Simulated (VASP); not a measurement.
A run of VASP 6.6.1 is set up as follows.

The input POSCAR:

```
CaO
1.0
    0.0000000000      2.6449200000      2.5469600000
    2.6449200000      0.0000000000      2.5469600000
    2.6449200000      2.6449200000      0.0000000000
Ca O
1 1
Direct
    0.0000000000      0.0000000000      0.0000000000
    0.5000000000      0.5000000000      0.5000000000
```

File INCAR.step1:

```
  PREC = Accurate
  ENCUT = 520
  ISMEAR = 0
  SIGMA = 0.05
  LREAL = F
  LASPH = T
  NELM = 80
  NBANDS = 15
  GGA = PE
  ALGO = Normal
  EDIFF = 1E-4
  LWAVE = T
  LCHARG = F
```

File INCAR.step2:

```
  PREC = Accurate
  ENCUT = 520
  EDIFF = 1E-6
  ISMEAR = 0
  SIGMA = 0.05
  LREAL = F
  LASPH = T
  NELM = 80
  ALGO = Normal
  ISIF = 2
  LWAVE = F
  LCHARG = T
  METAGGA = R2SCAN
  LMIXTAU = T
  LELF = T
  LVHAR = T
  NBANDS = 15
  ISTART = 1
```

File KPOINTS:

```
regular mesh
0
Gamma
  8 8 8
```

Potentials or basis: VASP PAW PBE potentials, release 64 (Ca_sv, O).

Launch:

```sh
$ cat potpaw_PBE.64/Ca_sv/POTCAR potpaw_PBE.64/O/POTCAR > POTCAR
$ cp INCAR.step1 INCAR
$ mpirun -np 1 vasp_std > vasp.out
$ cp INCAR.step2 INCAR
$ mpirun -np 1 vasp_std > vasp.out
```

(1) What does it give for the band gap on the k mesh?

(2) Estimate the pressure.

Results:

(1) 3.57 eV, direct.

(2) -16.7 GPa.

Caveat: the cell differs from its parent crystal (strain +0.080 along x and y, +0.040 along z); the PAW data sets were made with another functional, which shifts forces and pressure a little.
